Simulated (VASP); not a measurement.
Runs of VASP 6.6.1 on Te. The structure is that of space group R-3m (No. 166), or close to it. The cells are those of the table. 

```csv
task,level,cell,k mesh,cutoff (eV),gap on the mesh (eV),pressure (GPa)
single point,PBEsol,"a = 3.154 Å, angles 94.0°, 1 atom",9 × 9 × 9,520,none,0.0
relaxation of cell and atoms,PBEsol+D3(BJ),"relaxed from a = 3.154 Å, angles 94.0°, 1 atom",9 × 9 × 9,600,none,0.0
single point,PBEsol,"a = 3.090 Å, angles 94.0°, 1 atom",9 × 9 × 9,520,none,4.0
relaxation of cell and atoms,PBEsol,"relaxed to 5 GPa from a = 3.154 Å, angles 94.0°, 1 atom",9 × 9 × 9,600,none,5.0
single point,PBEsol,"a = 3.115, b = 3.193, c = 3.155 Å, angles 95.3, 92.6, 94.0°, 1 atom",7 × 7 × 7,520,none,-0.3
relaxation of cell and atoms,PBEsol,"relaxed to 20 GPa from a = 3.154 Å, angles 94.0°, 1 atom",9 × 9 × 9,600,none,20.0
single point,PBEsol,"a = 3.196 Å, angles 94.0°, 1 atom",9 × 9 × 9,520,none,-2.1
single point,PBEsol+D3(BJ),"a = 3.154 Å, angles 94.0°, 1 atom",9 × 9 × 9,520,none,-2.3
single point,r2SCAN,"a = 3.133 Å, angles 94.0°, 1 atom",9 × 9 × 9,520,none,3.4
single point,PBEsol,"a = 3.112 Å, angles 94.0°, 1 atom",9 × 9 × 9,520,none,(b)
single point,PBEsol+D4,"a = 3.126 Å, angles 95.0°, 1 atom",9 × 9 × 9,520,none,(a)
```

Alike in all rows: potentials or basis VASP PAW PBE potentials, release 64 (Te); no spin polarisation; smearing fermi-dirac 0.05 eV.

Problem. Fill in the values left out.

Solution. (a) 0.1; (b) 2.5.

Caveats: the PAW data sets were made with another functional, which shifts forces and pressure a little; spin-orbit coupling is left out, which moves the levels of the heavy elements; pairwise dispersion overbinds metals, which lowers pressure and volume (some runs); the cell is relaxed towards a set pressure, so the enthalpy falls and the energy may rise (some runs); three body term missing (some runs).

A k mesh can miss the band edges, and the runs leave out spin-orbit coupling on Te.

A gap of «none» marks levels without a gap at the run's occupations.
